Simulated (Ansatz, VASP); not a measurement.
InAg3: VASP beside Ansatz

```
In Ag
1.0
     4.14400    0.04144    0.04144
     0.04144    4.14400    0.04144
     0.04144    0.04144    4.14400
In Ag
1 3
Direct
  0.00000 0.00000 0.00000
  0.00000 0.50000 0.50000
  0.50000 0.00000 0.50000
  0.50000 0.50000 0.00000
```

Change from the starting cell: equal xy, yz and zx shear strains of +2 %, crystal datasets.

Alike in both runs: task electric field gradients; functional PBEsol; k mesh 9 × 9 × 9; occupations fermi-dirac, width 0.05 eV; no spin polarisation.

|  | VASP | Ansatz |
| --- | --- | --- |
| version | VASP 6.6.1 | Ansatz 0.2.0 |
| potentials or method | VASP PAW PBE potentials, release 64 (In_d, Ag), cutoff 520 eV | all-electron PAW with datasets made for the crystal, scalar-relativistic |

```tsv
	VASP	Ansatz	Ansatz less VASP
pressure (GPa)	-0.2	-0.2	+0.08
traceless stress, the component that is largest in VASP (GPa)	-0.56	-0.56	-0.003
size of Vzz on the site where it differs most (V/Å²)	25.4	38.1	+12.66
```

VASP's potentials were made for PBE, not for PBEsol. Ansatz ran all-electron here, and VASP with PAW potentials.
